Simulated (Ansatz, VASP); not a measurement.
**One calculation of C, two programs**

```
C
1.0
     0.00000    1.96883    1.88937
     1.43910    0.00000    1.88937
     1.43910    1.96883    0.00000
C
2
Direct
  0.50000 0.50000 0.50000
  0.75000 0.75000 0.75000
```

Change from the starting cell: strain +e along x and -e along y -0.1500, strain +e along z and -e/2 along x and y +0.0700.

Alike in both runs: task single point; functional LDA; k mesh 12 × 12 × 12; occupations gaussian, width 0.05 eV; no spin polarisation.

|  | VASP | Ansatz |
| --- | --- | --- |
| version | VASP 6.6.1 | Ansatz 0.2.0 |
| potentials or method | VASP PAW LDA potentials, release 64 (C), cutoff 520 eV | scalar-relativistic, plane waves, PAW |
| valence electrons in the cell | 8 | 8 |

|  | VASP | Ansatz | Ansatz less VASP |
| --- | --- | --- | --- |
| gap on the k mesh at the Fermi level (eV) | none | none | - |
| pressure (GPa) | 15.1 | 13.4 | -1.71 |
| traceless stress, the component that is largest in VASP (GPa) | 125.98 | 126.51 | +0.534 |

Ansatz warns that its potentials were made for another functional, while VASP's fit it. LDA's correlation is that of Perdew and Zunger in VASP and of Perdew and Wang (1992) in Ansatz. A gap of «none» marks a metal or a gap that the smearing closes.
